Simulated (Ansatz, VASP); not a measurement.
# One calculation of As, two programs

```
CELL_PARAMETERS angstrom
2.66238 0.00000 0.00000
0.00000 2.66238 0.00000
0.00000 0.00000 2.66250
ATOMIC_POSITIONS crystal
As 0.00000 0.00000 0.00000
```

Alike in both runs: task relaxation of cell and atoms; functional PBEsol; dispersion D3(BJ); k mesh 16 × 16 × 16; occupations gaussian, width 0.1 eV; no spin polarisation.

```csv
,VASP,Ansatz
version,VASP 6.6.1,Ansatz 0.2.0
potentials or method,"VASP PAW PBE potentials, release 64 (As), cutoff 600 eV","scalar-relativistic, plane waves, PAW"
valence electrons in the cell,5,15
```

Ansatz gave:

- gap on the k mesh at the Fermi level, each at its own relaxed structure (eV): none
- relaxed volume (Å³/atom): 18.72
- relaxed cell length with the largest relative difference (Å): 2.655

Q: Which values does VASP return?

A: gap on the k mesh at the Fermi level, each at its own relaxed structure (eV): none; relaxed volume (Å³/atom): 18.80; relaxed cell length with the largest relative difference (Å): 2.659.

VASP's potentials were made for PBE, not for PBEsol. A gap of «none» marks a metal or a gap that the smearing closes. VASP's potentials hold 5 valence electrons a cell and Ansatz's 15, so a difference there can come from the potentials and not from the codes. Ansatz's warnings: near symmetry operations not taken.
